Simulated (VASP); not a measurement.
Input of a VASP 6.6.1 run:

The input INCAR:

```
SYSTEM = Li
  PREC = Accurate
  ENCUT = 520
  EDIFF = 1E-6
  ISMEAR = 0
  SIGMA = 0.1
  LREAL = .False.
  LASPH = .True.
  NELM = 80
  ALGO = Normal
  ISIF = 2
  LWAVE = .False.
  LCHARG = .True.
  GGA = PE
  LELF = .True.
  LVHAR = .True.
  NBANDS = 14
```

KPOINTS

```
Automatic mesh
0
Gamma
  6 6 4
  0 0 0
```

POSCAR

```
Li
1.0
    3.1019034111      0.0000000000      0.0000000000
   -1.5509517055      2.6863271541      0.0000000000
    0.0000000000      0.0000000000      9.7003215074
Li
4
Direct
    0.0000000000      0.0000000000      0.0287250322
    0.0000000000      0.0000000000      0.5287250322
    0.3333333333      0.6666666667      0.7784851378
    0.6666666667      0.3333333333      0.2784851378
```

Potentials or basis: VASP PAW PBE potentials, release 64 (Li_sv).

The run is started by

```bash
$ cat potpaw_PBE.64/Li_sv/POTCAR > POTCAR
$ mpirun -np 1 vasp_std > vasp.out
```

Q: Estimate the largest force.

A: 0.004 eV/Å.

Q: Predict the band gap on the k mesh.

A: Zero (band 6 reaches 2.06 eV, above the bottom of band 7 at -1.74 eV).

Forces in eV/Å, atoms in the order of the input:
```
Li   0.000  0.000 -0.004
Li   0.000  0.000 -0.004
Li   0.000  0.000  0.004
Li   0.000  0.000  0.004
```

Caveat: the k points lie up to 0.39 Å⁻¹ apart.
